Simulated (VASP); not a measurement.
A run of VASP 6.6.1:

INCAR

```
PREC = Accurate
ENCUT = 520
EDIFF = 1E-6
ISMEAR = 0
SIGMA = 0.1
LREAL = False
LASPH = True
NELM = 60
ALGO = Normal
ISIF = 2
LWAVE = False
LCHARG = True
LDIPOL = True
IDIPOL = 3
DIPOL = 0.5 0.5 0.399
GGA = PE
IVDW = 12
LELF = True
LVHAR = True
LVACPOTAV = True
NBANDS = 78
```

The input KPOINTS:

```
Automatic mesh
0
Gamma
  4 4 1
```

POSCAR

```
Ta
1.0
    5.6896945747      0.0000000000      0.0000000000
   -1.8965648582      5.3642954889      0.0000000000
    0.0000000000      0.0000000000     25.7724161668
Ta
12
Direct
    0.2500000000      0.2500000000      0.3104093908
    0.2500000000      0.7500000000      0.3104093908
    0.7500000000      0.2500000000      0.3104093908
    0.7500000000      0.7500000000      0.3104093908
    0.4990775246      0.4984656324      0.3989234618
    0.4989309227     -0.0016554123      0.3956848143
    0.0003284703      0.5011473280      0.3989460245
   -0.0001601960      0.0015220853      0.3982423035
    0.7639869185      0.7472853278      0.4879127189
    0.7233202916      0.2210269747      0.4856757011
    0.2776820406      0.7765994610      0.4879318263
    0.2358198724      0.2569749984      0.4897302374
```

Potentials or basis: VASP PAW PBE potentials, release 64 (Ta_pv).

Run with:

```console
$ cat potpaw_PBE.64/Ta_pv/POTCAR > POTCAR
$ mpirun -np 1 vasp_std > vasp.out
```

Hardware: 1 thread of AMD EPYC 9R45 96-Core Processor (Zen 5), with other jobs on the host.

Estimate the wall time of this run.

It took 17 min on 1 thread of AMD EPYC 9R45 96-Core Processor (Zen 5), on a shared host, peak memory 0.86 GiB. Counts: scf iterations 31, k points 10.
